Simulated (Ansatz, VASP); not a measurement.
**Ti3Al in VASP and in Ansatz**

Contents of INCAR:

```
SYSTEM = Ti3Al
PREC     = Accurate       ! precision mode
ENCUT    = 520            ! plane-wave cutoff, eV
EDIFF    = 1E-7           ! SCF threshold, eV
ISMEAR   = 0              ! smearing method
SIGMA    = 0.1            ! smearing width, eV
LREAL    = .FALSE.        ! projectors in reciprocal space
LASPH    = .TRUE.         ! aspherical terms in the spheres
NELM     = 80             ! most SCF steps
ALGO     = Fast           ! electronic algorithm
ISIF     = 2              ! what is computed and relaxed
LWAVE    = .FALSE.        ! write WAVECAR
LCHARG   = .TRUE.         ! write CHGCAR
GGA      = PE             ! functional
LELF     = .TRUE.         ! ELF
LVHAR    = .TRUE.       
NBANDS   = 28             ! bands
```

File KPOINTS:

```
Automatic mesh
0
G
  12 12 12
  0 0 0
```

The input POSCAR:

```
Ti3Al
1.0
    4.0510427150      0.0000000000      0.0000000000
    0.0000000000      4.0510427150      0.0000000000
    0.0000000000      0.0000000000      4.0510427150
Ti Al
3 1
Direct
    0.0000000000      0.5000000000      0.0000000000
    0.0000000000      0.0000000000      0.5000000000
    0.5000000000      0.0000000000      0.0000000000
    0.5000000000      0.5000000000      0.5000000000
```

Input for Ansatz:

```yaml
crystal:
  lattice:
    - [4.051042715, 0.0, 0.0]
    - [0.0, 4.051042715, 0.0]
    - [0.0, 0.0, 4.051042715]
  atoms:
    - { symbol: Ti, position: [0.0, 0.5, 0.0] }
    - { symbol: Ti, position: [0.0, 0.0, 0.5] }
    - { symbol: Ti, position: [0.5, 0.0, 0.0] }
    - { symbol: Al, position: [0.5, 0.5, 0.5] }
basis:
  ecutwfc: 420
kpoints:
  mp_grid: { grid: [12, 12, 12] }
  band_path:
    path:
      - [[0.0, 0.0, 0.0], [0.0, 0.5, 0.0], [0.5, 0.5, 0.0], [0.0, 0.0, 0.0], [0.5, 0.5, 0.5], [0.0, 0.5, 0.0]]
      - [[0.5, 0.5, 0.5], [0.5, 0.5, 0.0]]
    npoints: 14
hamiltonian:
  xc: pbe
scf:
  occupations: { method: gaussian, width: 0.1 }
  n_extra_bands: 10
output:
  forces: true
  stress: true
  eigenvalues: true
  populations: true
  dos: { projected: true, de: 0.02, nscf_kmesh: { grid: [15, 15, 15] } }
  bader: true
  write_density: true
  write_potential: true
  elf: true
  volumetric_format: npy
```

Alike in both runs: task single point; functional PBE; k mesh 12 × 12 × 12; occupations gaussian, width 0.1 eV; no spin polarisation.

|  | VASP | Ansatz |
| --- | --- | --- |
| version | VASP 6.6.1 | Ansatz 0.2.0 |
| potentials or method | VASP PAW PBE potentials, release 64 (Ti_sv, Al), cutoff 520 eV | scalar-relativistic, plane waves, PAW |
| valence electrons in the cell | 39 | 39 |

|  | VASP | Ansatz | Ansatz less VASP |
| --- | --- | --- | --- |
| gap on the k mesh at the Fermi level (eV) | none | none | - |
| pressure (GPa) | -0.1 | 0.0 | +0.15 |

A gap of «none» marks a metal or a gap that the smearing closes.
